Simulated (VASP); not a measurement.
RbCl:

```
CELL_PARAMETERS angstrom
0.00000 3.27400 3.27400
3.27400 0.00000 3.27400
3.27400 3.27400 0.00000
ATOMIC_POSITIONS crystal
Rb 0.00000 0.00000 0.00000
Cl 0.50000 0.50000 0.50000
```

* Program: VASP 6.6.1
* Task: relaxation of cell and atoms
* Functional: revPBE
* Dispersion: D3(BJ)
* Potentials or basis: VASP PAW PBE potentials, release 64 (Rb_sv, Cl)
* Cutoff: 500 eV
* k mesh: 6 × 6 × 6
* Occupations: gaussian, width 0.01 eV
* Spin: no spin polarisation

At the start: pressure 0.9 GPa; volume 35.09 Å³/atom.

Problem. How do energy, volume and symmetry change on relaxing?

Solution. Over 3 steps the energy falls by 4.8 meV/atom and the volume is 37.10 Å³/atom (+5.7 %); space group Fm-3m (No. 225, to 0.1 Å) before and after.

Step by step:
| step | energy change (eV) | largest force (eV/Å) | pressure (GPa) | volume (Å³) |
| --- | --- | --- | --- | --- |
| 1 | 0.0000 | 0.0000 | 0.85 | 70.19 |
| 2 | -0.0073 | 0.0000 | 0.39 | 72.10 |
| 3 | -0.0095 | 0.0000 | -0.04 | 74.20 |

Final structure:
```xyz
2
Lattice="0.0000 3.3352 3.3352 3.3352 0.0000 3.3352 3.3352 3.3352 0.0000" Properties=species:S:1:pos:R:3 pbc="T T T"
Rb    0.0000    0.0000    0.0000
Cl    3.3352    3.3352    3.3352
```

Caveat: the PAW data sets were made with another functional, which shifts forces and pressure a little.
